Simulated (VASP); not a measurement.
A run of VASP 6.6.1 is set up as follows.

Contents of INCAR:

```
ALGO = Normal ; EDIFF = 1E-8
ENCUT = 400 ; GGA = PE
GGA_COMPAT = False ; ISIF = 2
ISMEAR = -1 ; LASPH = True
LCHARG = False ; LEFG = True
LREAL = False ; LWAVE = False
NBANDS = 12 ; NELM = 120
PREC = Accurate ; SIGMA = 0.08
```

KPOINTS

```
k-points
0
Gamma
  14 14 14
```

File POSCAR:

```
Zr
1.0
   -1.7730508568      1.7730508568      1.7730508568
    1.7730508568     -1.7730508568      1.7730508568
    1.7730508568      1.7730508568     -1.7730508568
Zr
1
Direct
    0.0000000000      0.0000000000      0.0000000000
```

Potentials or basis: VASP PAW PBE potentials, release 64 (Zr_sv).

Launch:

```console
$ cat potpaw_PBE.64/Zr_sv/POTCAR > POTCAR
$ mpirun -np 1 vasp_std > vasp.out
```

Question: What does it give for the band gap on the k mesh?

Answer: Zero (bands 6 and 7 overlap by 1.80 eV).

Question: Predict the pressure.

Answer: 2.1 GPa.
